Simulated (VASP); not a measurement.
A run of VASP 6.6.1 is set up as follows.

Contents of INCAR:

```
PREC     = Accurate       # precision mode
ENCUT    = 520            # plane-wave cutoff, eV
EDIFF    = 1E-6           # SCF threshold, eV
ISMEAR   = -1             # smearing method
SIGMA    = 0.05           # smearing width, eV
LREAL    = False          # projectors in reciprocal space
LASPH    = True           # aspherical terms in the spheres
NELM     = 80             # most SCF steps
ALGO     = Normal         # electronic algorithm
ISIF     = 2              # what is computed and relaxed
LWAVE    = False          # write WAVECAR
LCHARG   = True           # write CHGCAR
GGA      = PE             # functional
LELF     = True           # ELF
LVHAR    = True         
NBANDS   = 12             # bands
```

The input KPOINTS:

```
Automatic mesh
0
Gamma
  9 9 9
```

Contents of POSCAR:

```
LiCl
1.0
    0.0000000000      2.6150723786      2.6150723786
    2.6150723786      0.0000000000      2.6150723786
    2.6150723786      2.6150723786      0.0000000000
Cl Li
1 1
Direct
    0.5000000000      0.5000000000      0.5000000000
    0.0000000000      0.0000000000      0.0000000000
```

Potentials or basis: VASP PAW PBE potentials, release 64 (Cl, Li_sv).

Command:

```sh
$ cat potpaw_PBE.64/Cl/POTCAR potpaw_PBE.64/Li_sv/POTCAR > POTCAR
$ mpirun -np 1 vasp_std > vasp.out
```

(1) Estimate the band gap on the k mesh.

Answers

(1) 6.02 eV, direct.
